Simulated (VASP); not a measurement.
Ti3H2:

```xyz
5
Lattice="-1.4850 1.4850 6.3000 1.4850 -1.4850 6.3000 1.4850 1.4850 -6.3000" Properties=species:S:1:pos:R:3 pbc="T T T"
Ti    0.0000    0.0000    8.4004
Ti    0.0000    0.0000    4.1996
Ti    0.0000    0.0000    0.0000
H     0.0000    1.4850    3.1500
H     1.4850    0.0000    3.1500
```

```yaml
Program: VASP 6.6.1
Task: relaxation of cell and atoms
Functional: PBE
Potentials_or_basis: VASP PAW PBE potentials, release 64 (Ti_sv, H)
Cutoff: 600 eV
k_mesh: 7 × 7 × 7
Occupations: gaussian, width 0.2 eV
Spin: no spin polarisation
```

At the start: pressure 8.0 GPa; volume 11.11 Å³/atom.

Task: Where does the relaxation end?

Result: Over 7 steps the energy falls by 77.1 meV/atom and the volume is 11.46 Å³/atom (+3.1 %); space group I4/mmm (No. 139, to 0.1 Å) before and after.

Step by step:
```csv
step,energy change (eV),largest force (eV/Å),pressure (GPa),volume (Å³)
1,0.0000,2.0500,8.05,55.57
2,-0.2950,0.5173,-4.47,60.18
3,-0.2954,0.5715,-4.04,59.99
4,-0.3725,0.1278,-1.56,58.25
5,-0.3818,0.0941,-0.32,57.49
6,-0.3818,0.1084,-0.23,57.44
7,-0.3854,0.0517,0.11,57.29
```

Final structure:
```
CELL_PARAMETERS angstrom
-1.48076 1.48076 6.53242
1.48076 -1.48076 6.53242
1.48076 1.48076 -6.53242
ATOMIC_POSITIONS crystal
Ti 0.65455 0.65455 0.00000
Ti 0.34546 0.34546 0.00000
Ti 0.00000 0.00000 0.00000
H 0.75000 0.25000 0.50000
H 0.25000 0.75000 0.50000
```

Caveat: the relaxation stopped at a loose force limit of 0.08 eV/Å, so its end isn't a converged minimum.
